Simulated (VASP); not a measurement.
Crystal: Cu.

```xyz
3
Lattice="4.0563 0.0000 0.0000 -2.0281 3.5128 0.0000 0.0000 0.0000 2.4865" Properties=species:S:1:pos:R:3 pbc="T T T"
Cu    0.0000    0.0000    0.0000
Cu    0.0000    2.3419    1.2432
Cu    2.0281    1.1709    1.2432
```

This isn't the form of Cu at room conditions, which is fcc.

* Program: VASP 6.6.1
* Task: relaxation of cell and atoms
* Functional: r2SCAN
* Potentials or basis: VASP PAW PBE potentials, release 64 (Cu)
* Cutoff: 600 eV
* k mesh: 9 × 9 × 13
* Occupations: fermi-dirac, width 0.1 eV
* Spin: no spin polarisation

At the start: pressure -1.8 GPa; volume 11.81 Å³/atom.

Question: How do energy, volume and symmetry change on relaxing?

Answer: Over 11 steps the energy falls by 3.2 meV/atom and the volume is 11.70 Å³/atom (-1.0 %); space group P6/mmm (No. 191, to 0.1 Å) before and after.

Step by step:
| step | energy change (eV) | largest force (eV/Å) | pressure (GPa) | volume (Å³) |
| --- | --- | --- | --- | --- |
| 1 | 0.0000 | 0.0000 | -1.79 | 35.43 |
| 2 | -0.0079 | 0.0000 | 1.47 | 34.75 |
| 3 | -0.0082 | 0.0000 | 0.81 | 34.87 |
| 4 | -0.0082 | 0.0000 | 0.96 | 34.85 |
| 5 | -0.0095 | 0.0000 | -0.09 | 35.09 |
| 6 | -0.0096 | 0.0000 | 0.10 | 35.05 |
| 7 | -0.0096 | 0.0000 | 0.07 | 35.04 |
| 8 | -0.0092 | 0.0000 | 0.55 | 34.95 |
| 9 | -0.0096 | 0.0000 | 0.08 | 35.03 |
| 10 | -0.0096 | 0.0000 | 0.19 | 35.04 |
| 11 | -0.0096 | 0.0000 | -0.01 | 35.09 |

Final structure:
```
CELL_PARAMETERS angstrom
4.07132 0.00000 0.00000
-2.03566 3.52586 0.00000
0.00000 0.00000 2.44423
ATOMIC_POSITIONS crystal
Cu 0.00000 0.00000 0.00000
Cu 0.33333 0.66667 0.50000
Cu 0.66667 0.33333 0.50000
```

Caveat: the PAW data sets were made with another functional, which shifts forces and pressure a little.
